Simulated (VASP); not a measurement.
# NbCu (Fm-3m) in VASP: notebook

The runs below take NbCu through single point, with PBEsol.

All numbers are computed with VASP 6.6.1; they aren't measurements. Logs are shortened: lines on timing, memory, paths and dates and some standing lists are left out, and cuts for length are marked.

### Step 1. The cell of the first run

It takes space group Fm-3m (No. 225, cubic). The conventional cell has a = 5.057 Å, b = 5.057 Å, c = 5.057 Å, α = 90.00°, β = 90.00°, γ = 90.00°. Nb (site symmetry m-3m) has 6 Cu at 2.53 Å within 3.3 Å. Cu (site symmetry m-3m) has 6 Nb at 2.53 Å within 3.3 Å.

### Step 2. Single point, PBEsol

INCAR

```
SYSTEM = NbCu
PREC     = Accurate       ! precision mode
ENCUT    = 520            ! plane-wave cutoff, eV
EDIFF    = 1E-6           ! SCF threshold, eV
ISMEAR   = -1             ! smearing method
SIGMA    = 0.05           ! smearing width, eV
LREAL    = .FALSE.        ! projectors in reciprocal space
LASPH    = .TRUE.         ! aspherical terms in the spheres
NELM     = 100            ! most SCF steps
ALGO     = Normal         ! electronic algorithm
ISIF     = 2              ! what is computed and relaxed
LWAVE    = .FALSE.        ! write WAVECAR
LCHARG   = .FALSE.        ! write CHGCAR
GGA      = PS             ! functional
NBANDS   = 19             ! bands
```

KPOINTS

```
regular mesh
0
G
  9 9 9
  0 0 0
```

POSCAR

```
NbCu
1.0
    0.0000000000      2.5286815229      2.5286815229
    2.5286815229      0.0000000000      2.5286815229
    2.5286815229      2.5286815229      0.0000000000
Nb Cu
1 1
Direct
    0.0000000000      0.0000000000      0.0000000000
    0.5000000000      0.5000000000      0.5000000000
```

Potentials or basis: VASP PAW PBE potentials, release 64 (Nb_sv, Cu).

Command:

```sh
$ cat potpaw_PBE.64/Nb_sv/POTCAR potpaw_PBE.64/Cu/POTCAR > POTCAR
$ mpirun -np 1 vasp_std > vasp.out
```

OUTCAR:

```text
SYSTEM = NbCu
   PREC = Accurate
   ENCUT = 520
   EDIFF = 1E-6
   ISMEAR = -1
   LREAL = .FALSE.
   LASPH = .TRUE.
   NELM = 100
   ISIF = 2
   GGA = PS

 ion  position               nearest neighbor table
   1  0.000  0.000  0.000-   2 2.53   2 2.53   2 2.53   2 2.53   2 2.53   2 2.53
   2  0.500  0.500  0.500-   1 2.53   1 2.53   1 2.53   1 2.53   1 2.53   1 2.53

  LATTYP: Found a face centered cubic cell.
 ALAT       =     5.0573630458

  Lattice vectors:

 A1 = (   0.0000000000,   2.5286815229,   2.5286815229)
 A2 = (   2.5286815229,   0.0000000000,   2.5286815229)
 A3 = (   2.5286815229,   2.5286815229,   0.0000000000)

Analysis of symmetry for initial positions (statically):
=====================================================================
 Subroutine PRICEL returns:
 Original cell was already a primitive cell.

 Routine SETGRP: Setting up the symmetry group for a
 face centered cubic supercell.

 Subroutine GETGRP returns: Found 48 space group operations
 (whereof 48 operations were pure point group operations)
 out of a pool of 48 trial point group operations.

The static configuration has the point symmetry O_h .

Analysis of symmetry for dynamics (positions and initial velocities):
=====================================================================
 Subroutine PRICEL returns:
 Original cell was already a primitive cell.

 Routine SETGRP: Setting up the symmetry group for a
 face centered cubic supercell.

 Subroutine GETGRP returns: Found 48 space group operations
 (whereof 48 operations were pure point group operations)
 out of a pool of 48 trial point group operations.

The dynamic configuration has the point symmetry O_h .

 Subroutine INISYM returns: Found 48 space group operations
 (whereof 48 operations are pure point group operations),
 and found     1 'primitive' translations

----------------------------------------------------------------------------------------

                                     Primitive cell

  volume of cell :      32.3379

  direct lattice vectors                    reciprocal lattice vectors
     0.000000000  2.528681523  2.528681523    -0.197731504  0.197731504  0.197731504
     2.528681523  0.000000000  2.528681523     0.197731504 -0.197731504  0.197731504
     2.528681523  2.528681523  0.000000000     0.197731504  0.197731504 -0.197731504

  length of vectors
     3.576095705  3.576095705  3.576095705     0.342481011  0.342481011  0.342481011

  position of ions in fractional coordinates (direct lattice)
     0.000000000  0.000000000  0.000000000
     0.500000000  0.500000000  0.500000000

  ion indices of the primitive-cell ions
   primitive index   ion index
                 1           1
                 2           2

----------------------------------------------------------------------------------------

 KPOINTS: regular mesh

Automatic generation of k-mesh.
 Grid dimensions read from file:
 generate k-points for:    9    9    9

 Generating k-lattice:

  Cartesian coordinates                     Fractional coordinates (reciprocal lattice)
    -0.021970167  0.021970167  0.021970167     0.111111111  0.000000000  0.000000000
     0.021970167 -0.021970167  0.021970167     0.000000000  0.111111111  0.000000000
     0.021970167  0.021970167 -0.021970167     0.000000000  0.000000000  0.111111111

  Length of vectors
     0.038053446  0.038053446  0.038053446

  Shift w.r.t. Gamma in fractional coordinates (k-lattice)
     0.000000000  0.000000000  0.000000000

 Subroutine IBZKPT returns following result:
 ===========================================

 Found     35 irreducible k-points:

 Following reciprocal coordinates:
            Coordinates               Weight
  0.000000  0.000000  0.000000      1.000000
  0.111111  0.000000  0.000000      8.000000
  0.222222  0.000000  0.000000      8.000000
  0.333333  0.000000  0.000000      8.000000
  0.444444  0.000000  0.000000      8.000000
  0.111111  0.111111  0.000000      6.000000
[... 16 lines left out ...]
 -0.333333  0.333333  0.000000     12.000000
  0.444444  0.444444  0.000000      6.000000
 [... further k-points ...]
   k-points           NKPTS =     35   k-points in BZ     NKDIM =     35   number of bands    NBANDS=     19
   number of dos      NEDOS =    301   number of ions     NIONS =      2
   total plane-waves  NPLWV =  21952
   dimension x,y,z NGX =    28 NGY =   28 NGZ =   28
   dimension x,y,z NGXF=    56 NGYF=   56 NGZF=   56
   ions per type =               1   1
   NGX,Y,Z   is equivalent  to a cutoff of  13.02, 13.02, 13.02 a.u.
   NGXF,Y,Z  is equivalent  to a cutoff of  26.03, 26.03, 26.03 a.u.
 SYSTEM =  NbCu
   PREC   = accura    normal or accurate (medium, high low for compatibility)
   ISTART =      0    job   : 0-new  1-cont  2-samecut
   ICHARG =      2    charge: 1-file 2-atom 10-const
   ISPIN  =      1    spin polarized calculation?
   LNONCOLLINEAR =      F non collinear calculations
   LSORBIT =      F    spin-orbit coupling
   LASPH  =      T    aspherical Exc in radial PAW
   ENCUT  =  520.0 eV  38.22 Ry    6.18 a.u.   6.65  6.65  6.65*2*pi/ulx,y,z
   NELM   =    100;   NELMIN=  2; NELMDL= -5     # of ELM steps
   EDIFF  = 0.1E-05   stopping-criterion for ELM
   LREAL  =      F    real-space projection
   EDIFFG = 0.1E-04   stopping-criterion for IOM
   NSW    =      0    number of steps for IOM
   IBRION =     -1    ionic relax: 0-MD 1-quasi-New 2-CG
   NFREE  =      0    steps in history (QN), initial steepest desc. (CG)
   ISIF   =      2    stress and relaxation
   ISYM   =      2    0-nonsym 1-usesym 2-fastsym
   POTIM  = 0.5000    time-step for ionic-motion
   TEBEG  =    0.0;   TEEND  =   0.0 temperature during run
   PSTRESS=    0.0 pullay stress
   NELECT =      24.0000    total number of electrons
   NUPDOWN=      -1.0000    fix difference up-down
   EMIN   =  10.00;   EMAX   =-10.00  energy-range for DOS
   EFERMI =   0.00;   METHOD = LEGACY
   ISMEAR =    -1;   SIGMA  =   0.05  broadening in eV -4-tet -1-fermi 0-gaus
   EFERMI_NEDOS =   21; number of points for ismear=-14 and -15
   IALGO  =     38    algorithm
   IMIX   =      4    mixing-type and parameters
     AMIX     =   0.40;   BMIX     =  1.00
     AMIX_MAG =   1.60;   BMIX_MAG =  1.00
  volume/ion in A,a.u.               =      16.17       109.11
  Fermi-wavevector in a.u.,A,eV,Ry     =   1.482203  2.800958 29.891002  2.196927
  Thomas-Fermi vector in A             =   2.596019
   LORBIT       =      0    0 simple, 1 ext, 2 COOP (PROOUT), +10 PAW based schemes
   GGA     = PS    functional components
   LHFCALC =     F    Hartree Fock is set to
   AEXX    =    0.0000 exact exchange contribution
   IVDW    =     0    specifies the selected vdW correction
   LEPSILON=     F    determine dielectric tensor
   LRPA    =     F    only Hartree local field effects (RPA)
 non-spin polarized calculation
  energy-cutoff  :      520.00
  volume of cell :       32.34
 maximum number of plane-waves:       893
   NGX = 13   NGY = 13   NGZ = 13

 number of electron      24.0000002 magnetization

 Free energy of the ion-electron system (eV)
  ---------------------------------------------------
  ext. energy  EPLUGINS =         0.00000000
  ---------------------------------------------------
  free energy    TOTEN  =       -13.73486520 eV

  energy without entropy =      -13.71048136  energy(sigma->0) =      -13.72267328

 E-fermi :   8.7463     XC(G=0): -12.2707

 val. band max:        8.7340329591   @ k =  -0.3333   0.3333   0.1111
 cond. band min:       8.7768206781   @ k =  -0.4444   0.4444   0.0000
 fundamental gap:      0.0427877191
 Fermi energy:         8.7463380990

 k-point     1 :       0.0000    0.0000    0.0000
  band No.  band energies     occupation
      1     -46.1950      2.00000
      2     -22.1588      2.00000
      3     -22.1588      2.00000
      4     -22.1588      2.00000
      5       1.5043      2.00000
      6       4.2740      2.00000
[... 11 lines left out ...]
     18      17.7924      0.00000
     19      18.2477      0.00000

 k-point     2 :       0.1111    0.0000    0.0000
  band No.  band energies     occupation
      1     -46.1926      2.00000
      2     -22.1854      2.00000
      3     -22.1635      2.00000
      4     -22.1635      2.00000
      5       1.7792      2.00000
      6       4.3579      2.00000
[... 11 lines left out ...]
     18      18.4310      0.00000
     19      18.6856      0.00000

 k-point     3 :       0.2222    0.0000    0.0000
  band No.  band energies     occupation
      1     -46.1866      2.00000
      2     -22.2520      2.00000
      3     -22.1754      2.00000
      4     -22.1754      2.00000
      5       2.5575      2.00000
      6       4.5954      2.00000
[... 11 lines left out ...]
     18      19.8831      0.00000
     19      19.8831      0.00000

 k-point     4 :       0.3333    0.0000    0.0000
  band No.  band energies     occupation
      1     -46.1797      2.00000
      2     -22.3268      2.00000
      3     -22.1889      2.00000
      4     -22.1889      2.00000
      5       3.6750      2.00000
      6       4.7191      2.00000
[... 11 lines left out ...]
     18      21.1334      0.00000
     19      21.1334      0.00000

 k-point     5 :       0.4444    0.0000    0.0000
  band No.  band energies     occupation
      1     -46.1751      2.00000
      2     -22.3751      2.00000
      3     -22.1976      2.00000
      4     -22.1976      2.00000
      5       4.6343      2.00000
      6       4.9056      2.00000
[... 11 lines left out ...]
     18      20.7878      0.00000
     19      20.7878      0.00000

 k-point     6 :       0.1111    0.1111    0.0000
  band No.  band energies     occupation
      1     -46.1919      2.00000
      2     -22.1873      2.00000
      3     -22.1682      2.00000
      4     -22.1682      2.00000
      5       1.8617      2.00000
      6       4.3157      2.00000
[... 11 lines left out ...]
     18      18.3545      0.00000
     19      18.8543      0.00000

 k-point     7 :       0.2222    0.1111    0.0000
  band No.  band energies     occupation
      1     -46.1871      2.00000
      2     -22.2359      2.00000
      3     -22.1801      2.00000
      4     -22.1783      2.00000
      5       2.4449      2.00000
      6       4.4344      2.00000
[... 11 lines left out ...]
     18      19.4624      0.00000
     19      19.8758      0.00000

 k-point     8 :       0.3333    0.1111    0.0000
  band No.  band energies     occupation
      1     -46.1805      2.00000
      2     -22.3035      2.00000
      3     -22.1935      2.00000
      4     -22.1933      2.00000
      5       3.4094      2.00000
      6       4.5294      2.00000
[... 256 lines left out ...]
 k-point    20 :       0.3333    0.3333    0.0000
  band No.  band energies     occupation
      1     -46.1756      2.00000
      2     -22.3169      2.00000
      3     -22.2185      2.00000
      4     -22.2185      2.00000
      5       3.7010      2.00000
      6       3.9854      2.00000
[... 11 lines left out ...]
     18      17.8177      0.00000
     19      20.7010      0.00000

 k-point    21 :       0.4444    0.3333    0.0000
  band No.  band energies     occupation
      1     -46.1721      2.00000
      2     -22.3372      2.00000
      3     -22.2378      2.00000
      4     -22.2271      2.00000
      5       3.9752      2.00000
      6       4.1901      2.00000
[... 11 lines left out ...]
     18      16.7832      0.00000
     19      21.3676      0.00000

 k-point    22 :      -0.4444    0.3333    0.0000
  band No.  band energies     occupation
      1     -46.1701      2.00000
      2     -22.3336      2.00000
      3     -22.2714      2.00000
      4     -22.2271      2.00000
      5       4.1758      2.00000
      6       4.8238      2.00000
[... 11 lines left out ...]
     18      16.2097      0.00000
     19      21.3114      0.00000

 k-point    23 :      -0.3333    0.3333    0.0000
  band No.  band energies     occupation
      1     -46.1705      2.00000
      2     -22.3102      2.00000
      3     -22.3010      2.00000
      4     -22.2184      2.00000
      5       4.4484      2.00000
      6       4.7971      2.00000
[... 11 lines left out ...]
     18      17.8060      0.00000
     19      20.7674      0.00000

 k-point    24 :       0.4444    0.4444    0.0000
  band No.  band energies     occupation
      1     -46.1703      2.00000
      2     -22.3528      2.00000
      3     -22.2357      2.00000
      4     -22.2357      2.00000
      5       3.8091      2.00000
      6       4.2197      2.00000
[... 11 lines left out ...]
     18      15.7414      0.00000
     19      21.2816      0.00000

 [... further k-points ...]
[... 5 lines left out ...]
  --------------------------------------------------------------------------------------
  -------------------------------------------------------------------------------------
  Total       -0.0543311     -0.0543311     -0.0543311     -0.0000000     -0.0000000      0.0000000
  in kB       -2.6918258     -2.6918258     -2.6918258     -0.0000000     -0.0000000      0.0000000
  external PRESSURE =      -2.6918258 kB  Pullay stress =       0.0000000 kB

 VOLUME and BASIS-vectors are now :
 -----------------------------------------------------------------------------
  energy-cutoff  :      520.00
  volume of cell :       32.34
      direct lattice vectors                 reciprocal lattice vectors
     0.000000000  2.528681523  2.528681523    -0.197731504  0.197731504  0.197731504
     2.528681523  0.000000000  2.528681523     0.197731504 -0.197731504  0.197731504
     2.528681523  2.528681523  0.000000000     0.197731504  0.197731504 -0.197731504

 POSITION                                       TOTAL-FORCE (eV/Angst)
 -----------------------------------------------------------------------------------
      0.00000      0.00000      0.00000         0.000000      0.000000      0.000000
      2.52868      2.52868      2.52868         0.000000     -0.000000     -0.000000
 -----------------------------------------------------------------------------------
    total drift:                                0.000000      0.000000      0.000000

  FREE ENERGIE OF THE ION-ELECTRON SYSTEM (eV)
  ---------------------------------------------------
  free  energy   TOTEN  =       -13.7348652040 eV

  energy  without entropy=      -13.7104813577  energy(sigma->0) =      -13.72267328
```

Wall time 12 s (1 thread of Intel Xeon 6975P-C (Granite Rapids), shared host); peak memory 0.17 GiB.

What came out:

* Free energy: -13.7349 eV
* Pressure: -0.3 GPa
* Band gap on the k mesh: zero (band 12 reaches 9.82 eV, above the bottom of band 13 at 7.87 eV)

Levels at points of the mesh, in eV from the Fermi level:
| k point | band 9 | band 10 | band 11 | band 12 | band 13 | band 14 | band 15 | band 16 |
| --- | --- | --- | --- | --- | --- | --- | --- | --- |
| (0.00, 0.00, 0.00) | -4.15 | -4.15 | 1.07 | 1.07 | 1.07 | 2.56 | 2.56 | 9.05 |

Caveat: the PAW data sets were made with another functional, which shifts forces and pressure a little.

(Part 1 of 2 ends here.)
